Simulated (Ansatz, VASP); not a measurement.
## SiB4W in VASP and in Ansatz

```xyz
6
Lattice="3.0057 0.0000 0.0000 -1.5028 2.6030 0.0000 0.0000 0.0000 6.9483" Properties=species:S:1:pos:R:3 pbc="T T T"
Si    0.0000    0.0000    3.4741
B     0.0000    1.7353    5.2502
B     0.0000    1.7353    1.6981
B     1.5028    0.8677    5.2502
B     1.5028    0.8677    1.6981
W     0.0000    0.0000    0.0000
```

Change from the starting cell: species swapped into the TiCrB4 type (P6/mmm, No. 191).

Alike in both runs: task relaxation of cell and atoms; functional PBE; k mesh 12 × 12 × 6; occupations gaussian, width 0.1 eV; no spin polarisation.

```csv
,VASP,Ansatz
version,VASP 6.6.1,Ansatz 0.2.0
potentials or method,"VASP PAW PBE potentials, release 64 (Si, B, W_sv), cutoff 600 eV","scalar-relativistic, plane waves, PAW"
valence electrons in the cell,30,30
```

VASP gave:

* gap on the k mesh at the Fermi level, each at its own relaxed structure (eV): none
* relaxed volume (Å³/atom): 9.07
* relaxed cell length with the largest relative difference (Å): 2.998

Question: Which values does Ansatz return?

Answer: gap on the k mesh at the Fermi level, each at its own relaxed structure (eV): none; relaxed volume (Å³/atom): 9.07; relaxed cell length with the largest relative difference (Å): 2.997.

A gap of «none» marks a metal or a gap that the smearing closes.

Neither program's run includes spin-orbit coupling.
